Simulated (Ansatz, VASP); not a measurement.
## Two plane-wave programs on ZnSiP2

```xyz
8
Lattice="-2.6867 2.6867 5.2300 2.6867 -2.6867 5.2300 2.6867 2.6867 -5.2300" Properties=species:S:1:pos:R:3 pbc="T T T"
Zn    0.0000    2.6867    2.6150
Zn    0.0000    0.0000    0.0000
P     1.3434   -1.2504    3.9225
P     1.3434    3.9371   -1.3075
P     1.2504    1.3434    6.5375
P     1.4363    1.3434    1.3075
Si    2.6867    0.0000    2.6150
Si    0.0000    0.0000    5.2300
```

Alike in both runs: task single point; functional PBEsol; k mesh 7 × 7 × 7; occupations fermi-dirac, width 0.05 eV; no spin polarisation.

```csv
,VASP,Ansatz
version,VASP 6.6.1,Ansatz 0.2.0
potentials or method,"VASP PAW PBE potentials, release 64 (Zn, P, Si)",Ansatz PAW
plane-wave cutoff (eV),500,420
valence electrons in the cell,52,52
```

```tsv
	VASP	Ansatz	Ansatz less VASP
gap on the k mesh at the Fermi level (eV)	1.20	1.19	-0.001
least direct gap on the mesh (eV)	1.20	1.19	-0.001
pressure (GPa)	-0.6	-0.7	-0.13
rms of the force components (eV/Å)	0.059	0.066	+0.0064
```

VASP's potentials were made for PBE, not for PBEsol. Atom by atom the forces differ by 0.006 eV/Å (rms over components). The functional is the same, so the differences come from potentials, cutoffs and numerics.

Noted on Ansatz's run: odd divisions of the mesh miss points on the zone boundary, where band edges often lie, so the gap on the mesh can be too wide.
